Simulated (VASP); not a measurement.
# Ti (I4/mmm) in VASP: a series of runs, part 2 of 2

VASP 6.6.1. Earlier steps stand in the parts before.

## 3. Single point, PBE (volume 15.407 Å^3 an atom, c/a of the conventional cell 1.3484)

The input, INCAR:

```
  ALGO = Fast
  EDIFF = 1E-7
  ENCUT = 520
  GGA = PE
  ISIF = 2
  ISMEAR = 0
  LASPH = T
  LCHARG = F
  LREAL = F
  LWAVE = F
  NBANDS = 12
  NELM = 100
  PREC = Accurate
  SIGMA = 0.15
```

The input, KPOINTS:

```
k-points
0
Gamma
  22 22 22
```

The input, POSCAR:

```
Ti
1.0
   -1.4188825550      1.4188825550      1.9132212371
    1.4188825550     -1.4188825550      1.9132212371
    1.4188825550      1.4188825550     -1.9132212371
Ti
1
Direct
    0.0000000000      0.0000000000      0.0000000000
```

Potentials or basis: VASP PAW PBE potentials, release 64 (Ti_sv).

Started as:

```
$ cat potpaw_PBE.64/Ti_sv/POTCAR > POTCAR
$ mpirun -np 1 vasp_std > vasp.out
```

OUTCAR:

```text
EDIFF = 1E-7
   ENCUT = 520
   GGA = PE
   ISIF = 2
   ISMEAR = 0
   LASPH = T
   LREAL = F
   NELM = 100
   PREC = Accurate

 ion  position               nearest neighbor table
   1  0.000  0.000  0.000-

  LATTYP: Found a body centered tetragonal cell.
 ALAT       =     2.8377651100
 C/A-ratio  =     1.3484000000

  Lattice vectors:

 A1 = (  -1.4188825550,   1.4188825550,   1.9132212371)
 A2 = (   1.4188825550,  -1.4188825550,   1.9132212371)
 A3 = (   1.4188825550,   1.4188825550,  -1.9132212371)

Analysis of symmetry for initial positions (statically):
=====================================================================
 Subroutine PRICEL returns:
 Original cell was already a primitive cell.

 Routine SETGRP: Setting up the symmetry group for a
 body centered tetragonal supercell.

 Subroutine GETGRP returns: Found 16 space group operations
 (whereof 16 operations were pure point group operations)
 out of a pool of 16 trial point group operations.

The static configuration has the point symmetry D_4h.

Analysis of symmetry for dynamics (positions and initial velocities):
=====================================================================
 Subroutine PRICEL returns:
 Original cell was already a primitive cell.

 Routine SETGRP: Setting up the symmetry group for a
 body centered tetragonal supercell.

 Subroutine GETGRP returns: Found 16 space group operations
 (whereof 16 operations were pure point group operations)
 out of a pool of 16 trial point group operations.

The dynamic configuration has the point symmetry D_4h.

 Subroutine INISYM returns: Found 16 space group operations
 (whereof 16 operations are pure point group operations),
 and found     1 'primitive' translations

----------------------------------------------------------------------------------------

                                     Primitive cell

  volume of cell :      15.4070

  direct lattice vectors                    reciprocal lattice vectors
    -1.418882555  1.418882555  1.913221237     0.000000000  0.352389983  0.261339353
     1.418882555 -1.418882555  1.913221237     0.352389983  0.000000000  0.261339353
     1.418882555  1.418882555 -1.913221237     0.352389983  0.352389983  0.000000000

  length of vectors
     2.772520678  2.772520678  2.772520678     0.438721960  0.438721960  0.498354694

  position of ions in fractional coordinates (direct lattice)
     0.000000000  0.000000000  0.000000000

  ion indices of the primitive-cell ions
   primitive index   ion index
                 1           1

----------------------------------------------------------------------------------------

 KPOINTS: k-points

Automatic generation of k-mesh.
 Grid dimensions read from file:
 generate k-points for:   22   22   22

 Generating k-lattice:

  Cartesian coordinates                     Fractional coordinates (reciprocal lattice)
     0.000000000  0.016017727  0.011879061     0.045454545  0.000000000 -0.000000000
     0.016017727  0.000000000  0.011879061     0.000000000  0.045454545 -0.000000000
     0.016017727  0.016017727  0.000000000     0.000000000  0.000000000  0.045454545

  Length of vectors
     0.019941907  0.019941907  0.022652486

  Shift w.r.t. Gamma in fractional coordinates (k-lattice)
     0.000000000  0.000000000  0.000000000

 Subroutine IBZKPT returns following result:
 ===========================================

 Found    834 irreducible k-points:

 Following reciprocal coordinates:
            Coordinates               Weight
  0.000000  0.000000  0.000000      1.000000
  0.045455  0.000000  0.000000      8.000000
  0.090909  0.000000  0.000000      8.000000
  0.136364  0.000000  0.000000      8.000000
  0.181818  0.000000  0.000000      8.000000
  0.227273 -0.000000  0.000000      8.000000
[... 16 lines left out ...]
  0.500000  0.045455 -0.000000     16.000000
 -0.454545  0.045455 -0.000000     16.000000
 [... further k-points ...]
   k-points           NKPTS =    834   k-points in BZ     NKDIM =    834   number of bands    NBANDS=     12
   number of dos      NEDOS =    301   number of ions     NIONS =      1
   total plane-waves  NPLWV =  13824
   dimension x,y,z NGX =    24 NGY =   24 NGZ =   24
   dimension x,y,z NGXF=    48 NGYF=   48 NGZF=   48
   ions per type =               1
   NGX,Y,Z   is equivalent  to a cutoff of  14.39, 14.39, 14.39 a.u.
   NGXF,Y,Z  is equivalent  to a cutoff of  28.78, 28.78, 28.78 a.u.
 SYSTEM =  unknown system
   PREC   = accura    normal or accurate (medium, high low for compatibility)
   ISTART =      0    job   : 0-new  1-cont  2-samecut
   ICHARG =      2    charge: 1-file 2-atom 10-const
   ISPIN  =      1    spin polarized calculation?
   LNONCOLLINEAR =      F non collinear calculations
   LSORBIT =      F    spin-orbit coupling
   LASPH  =      T    aspherical Exc in radial PAW
   ENCUT  =  520.0 eV  38.22 Ry    6.18 a.u.   5.16  5.16  5.16*2*pi/ulx,y,z
   NELM   =    100;   NELMIN=  2; NELMDL= -5     # of ELM steps
   EDIFF  = 0.1E-06   stopping-criterion for ELM
   LREAL  =      F    real-space projection
   EDIFFG = 0.1E-05   stopping-criterion for IOM
   NSW    =      0    number of steps for IOM
   IBRION =     -1    ionic relax: 0-MD 1-quasi-New 2-CG
   NFREE  =      0    steps in history (QN), initial steepest desc. (CG)
   ISIF   =      2    stress and relaxation
   ISYM   =      2    0-nonsym 1-usesym 2-fastsym
   POTIM  = 0.5000    time-step for ionic-motion
   TEBEG  =    0.0;   TEEND  =   0.0 temperature during run
   PSTRESS=    0.0 pullay stress
   NELECT =      12.0000    total number of electrons
   NUPDOWN=      -1.0000    fix difference up-down
   EMIN   =  10.00;   EMAX   =-10.00  energy-range for DOS
   EFERMI =   0.00;   METHOD = LEGACY
   ISMEAR =     0;   SIGMA  =   0.15  broadening in eV -4-tet -1-fermi 0-gaus
   EFERMI_NEDOS =   21; number of points for ismear=-14 and -15
   IALGO  =     68    algorithm
   IMIX   =      4    mixing-type and parameters
     AMIX     =   0.40;   BMIX     =  1.00
     AMIX_MAG =   1.60;   BMIX_MAG =  1.00
  volume/ion in A,a.u.               =      15.41       103.97
  Fermi-wavevector in a.u.,A,eV,Ry     =   1.506246  2.846392 30.868582  2.268777
  Thomas-Fermi vector in A             =   2.616989
   LORBIT       =      0    0 simple, 1 ext, 2 COOP (PROOUT), +10 PAW based schemes
   GGA     = PE    functional components
   LHFCALC =     F    Hartree Fock is set to
   AEXX    =    0.0000 exact exchange contribution
   IVDW    =     0    specifies the selected vdW correction
   LEPSILON=     F    determine dielectric tensor
   LRPA    =     F    only Hartree local field effects (RPA)
 non-spin polarized calculation
 RMM-DIIS sequential band-by-band and
 Gauss-broadening in eV      SIGMA  =   0.15
  energy-cutoff  :      520.00
  volume of cell :       15.41
 maximum number of plane-waves:       435
 NGX is ok and might be reduce to    24
   NGX = 11   NGY = 11   NGZ = 11

 number of electron      11.9999999 magnetization

 Free energy of the ion-electron system (eV)
  ---------------------------------------------------
  ext. energy  EPLUGINS =         0.00000000
  ---------------------------------------------------
  free energy    TOTEN  =        -7.69811390 eV

  energy without entropy =       -7.68048029  energy(sigma->0) =       -7.68929709

 E-fermi :   9.5532     XC(G=0): -12.0740

 val. band max:        9.5458120273   @ k =   0.3636   0.2273   0.1364
 cond. band min:       9.5532381148   @ k =  -0.0455  -0.2727   0.0455
 fundamental gap:      0.0074260874
 Fermi energy:         9.5531546943

 k-point     1 :       0.0000    0.0000    0.0000
  band No.  band energies     occupation
      1     -46.9635      2.00000
      2     -22.6563      2.00000
      3     -22.6563      2.00000
      4     -22.6483      2.00000
      5       3.1971      2.00000
      6      10.3740      0.00000
      7      10.3740      0.00000
      8      10.7830      0.00000
      9      12.1593      0.00000
     10      12.6417      0.00000
     11      25.5125      0.00000
     12      30.0946      0.00000
[... 331 lines left out ...]
 k-point    24 :      -0.4545    0.0455   -0.0000
  band No.  band energies     occupation
      1     -46.7712      2.00000
      2     -23.5948      2.00000
      3     -22.8112      2.00000
      4     -22.7492      2.00000
      5       6.6876      2.00000
      6      10.0229      0.00001
      7      10.2901      0.00000
      8      10.6988      0.00000
      9      13.5386      0.00000
     10      13.7164      0.00000
     11      19.4920      0.00000
     12      24.8676      0.00000

 [... further k-points ...]

------------------------ aborting loop because EDIFF is reached ----------------------------------------

  FORCE on cell =-STRESS in cart. coord.  units (eV):
  Direction    XX          YY          ZZ          XY          YZ          ZX
  --------------------------------------------------------------------------------------
  -------------------------------------------------------------------------------------
  Total        1.4334948      1.4334948      1.5912726      0.0000000      0.0000000      0.0000000
  in kB      149.0694431    149.0694431    165.4767900      0.0000000      0.0000000      0.0000000
  external PRESSURE =     154.5385587 kB  Pullay stress =       0.0000000 kB

 VOLUME and BASIS-vectors are now :
 -----------------------------------------------------------------------------
  energy-cutoff  :      520.00
  volume of cell :       15.41
      direct lattice vectors                 reciprocal lattice vectors
    -1.418882555  1.418882555  1.913221237     0.000000000  0.352389983  0.261339353
     1.418882555 -1.418882555  1.913221237     0.352389983  0.000000000  0.261339353
     1.418882555  1.418882555 -1.913221237     0.352389983  0.352389983  0.000000000

 POSITION                                       TOTAL-FORCE (eV/Angst)
 -----------------------------------------------------------------------------------
      0.00000      0.00000      0.00000        -0.000000     -0.000000     -0.000000
 -----------------------------------------------------------------------------------
    total drift:                                0.000000      0.000000     -0.000000

  FREE ENERGIE OF THE ION-ELECTRON SYSTEM (eV)
  ---------------------------------------------------
  free  energy   TOTEN  =        -7.6981138993 eV

  energy  without entropy=       -7.6804802876  energy(sigma->0) =       -7.68929709
```

stdout:

```text
POSCAR found type information on POSCAR Ti
 POSCAR found :  1 types and       1 ions
 scaLAPACK will be used
 LDA part: xc-table for (Slater+PW92), standard interpolation
 POSCAR, INCAR and KPOINTS ok, starting setup
 FFT: planning ... GRIDC
 FFT: planning ... GRID_SOFT
 FFT: planning ... GRID
 WAVECAR not read
 entering main loop
WARNING in EDDRMM: call to ZHEGV failed, returncode =   6  3      5
WARNING in EDDRMM: call to ZHEGV failed, returncode =   6  3      7
WARNING in EDDRMM: call to ZHEGV failed, returncode =   6  3      5
WARNING in EDDRMM: call to ZHEGV failed, returncode =   8  4     11
WARNING in EDDRMM: call to ZHEGV failed, returncode =   6  3      6
WARNING in EDDRMM: call to ZHEGV failed, returncode =   6  3     12
WARNING in EDDRMM: call to ZHEGV failed, returncode =   8  4      5
WARNING in EDDRMM: call to ZHEGV failed, returncode =   6  3      8
WARNING in EDDRMM: call to ZHEGV failed, returncode =   6  3      5
WARNING in EDDRMM: call to ZHEGV failed, returncode =   6  3      8
[... 29 lines left out ...]
WARNING in EDDRMM: call to ZHEGV failed, returncode =   6  3     10
WARNING in EDDRMM: call to ZHEGV failed, returncode =   8  4      9
WARNING in EDDRMM: call to ZHEGV failed, returncode =   8  4      7
WARNING in EDDRMM: call to ZHEGV failed, returncode =   6  3     11
WARNING in EDDRMM: call to ZHEGV failed, returncode =   6  3      7
WARNING in EDDRMM: call to ZHEGV failed, returncode =   6  3      5
WARNING in EDDRMM: call to ZHEGV failed, returncode =   6  3      7
WARNING in EDDRMM: call to ZHEGV failed, returncode =   6  3      5
WARNING in EDDRMM: call to ZHEGV failed, returncode =   8  4      6
WARNING in EDDRMM: call to ZHEGV failed, returncode =   6  3      6
```

Wall time 2 min (1 thread of Intel Xeon 6975P-C (Granite Rapids), shared host); peak memory 0.27 GiB.

What came out:

| Property | Result |
| --- | --- |
| Free energy | -7.6981 eV |
| Pressure | 15.5 GPa |
| Band gap on the k mesh | zero (band 6 reaches 10.43 eV, above the bottom of band 7 at 8.92 eV) |

Stress tensor (GPa, compression positive):
```
14.91  0.00  0.00
 0.00 14.91  0.00
 0.00  0.00 16.55
```
